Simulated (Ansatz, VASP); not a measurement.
# LiCl: VASP beside Ansatz

Contents of INCAR:

```
PREC = Accurate
ENCUT = 750
EDIFF = 1E-6
ISMEAR = 0
SIGMA = 0.01
LREAL = F
LASPH = T
NELM = 120
ALGO = Normal
ISIF = 2
LWAVE = F
LCHARG = F
GGA = PS
NBANDS = 12
GGA_COMPAT = F
```

Contents of KPOINTS:

```
Automatic mesh
0
Gamma
  4 4 4
```

The input POSCAR:

```
LiCl
1.0
    0.0000000000      2.5604882391      2.5604882391
    2.5604882391      0.0000000000      2.5604882391
    2.5604882391      2.5604882391      0.0000000000
Li Cl
1 1
Direct
    0.9281700000      0.9797200000      0.0597600000
    0.5082500000      0.4528000000      0.5338600000
```

Input for Ansatz:

```yaml
crystal:
  lattice:
    - [0.0, 2.5604882391161214, 2.5604882391161214]
    - [2.5604882391161214, 0.0, 2.5604882391161214]
    - [2.5604882391161214, 2.5604882391161214, 0.0]
  atoms:
    - { symbol: Li, position: [0.92817, 0.97972, 0.05976] }
    - { symbol: Cl, position: [0.50825, 0.4528, 0.53386] }
basis:
  ecutwfc: 540.0
  xc_grid: 2
kpoints:
  mp_grid:
    grid: [4, 4, 4]
hamiltonian:
  xc: pbesol
scf:
  convergence:
    dr2_threshold: 1.0e-09
  occupations:
    method: fixed
output:
  forces: true
  stress: true
```

Alike in both runs: task single point; functional PBEsol; k mesh 4 × 4 × 4; no spin polarisation.

|  | VASP | Ansatz |
| --- | --- | --- |
| version | VASP 6.6.1 | Ansatz 0.2.0 |
| potentials or method | VASP PAW PBE potentials, release 64 (Li_sv, Cl), cutoff 750 eV | plane waves, PAW |
| occupations | gaussian, width 0.01 eV | fixed |
| valence electrons in the cell | 10 | 10 |

Ansatz gave:

* pressure (GPa): -0.3
* rms of the force components (eV/Å): 0.099

Q: What did VASP give for the same quantities?

A: Pressure (GPa): -0.3; rms of the force components (eV/Å): 0.101.

VASP's potentials were made for PBE, not for PBEsol. Atom by atom the forces differ by 0.001 eV/Å (rms over components). Ansatz's warnings: stress scf threshold loose.

The k mesh is coarse, so the values compare programs but aren't converged.
